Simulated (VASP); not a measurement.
Runs of VASP 6.6.1 on InB3As4. The structure is that of space group P-43m (No. 215), or close to it. The cells are those of the table. 

| task | level | cell | k mesh | cutoff (eV) | gap on the mesh (eV) | pressure (GPa) | relaxed volume (Å³/atom) | largest force (eV/Å) |
| --- | --- | --- | --- | --- | --- | --- | --- | --- |
| relaxation of cell and atoms | r2SCAN | relaxed from a = 5.189 Å, 8 atoms | 4 × 4 × 4 | 600 | 0.08 | 0.0 | 17.16 | - |
| single point | r2SCAN | a = 5.157 Å, 8 atoms | 6 × 6 × 6 | 520 | 0.08 | 0.1 | - | 0.02 |
| relaxation of cell and atoms | PBE | relaxed from a = 4.980 Å, 8 atoms | 6 × 6 × 6 | 600 | none | 0.0 | 17.51 | - |
| single point | r2SCAN | a = 5.157 Å, 8 atoms | 4 × 4 × 4 | 520 | 0.08 | 0.1 | - | 0.01 |
| single point | PBE | a = 5.189 Å, 8 atoms | 6 × 6 × 6 | 520 | none | (a) | - | 0.01 |
| single point | PBE | a = 5.157 Å, 8 atoms | 6 × 6 × 6 | 520 | none | 2.2 | - | (b) |

Alike in all rows: potentials or basis VASP PAW PBE potentials, release 64 (B, As, In_d); no spin polarisation; smearing fermi-dirac 0.02 eV.

**Question.** Estimate the missing entries.

**Answer.** (a) 0.2; (b) 0.20.

Caveats: spin-orbit coupling is left out, which moves the levels of the heavy elements; the PAW data sets were made with another functional, which shifts forces and pressure a little (some runs).

A k mesh can miss the band edges, and the runs leave out spin-orbit coupling on As, In.

A gap of «none» marks levels without a gap at the run's occupations.
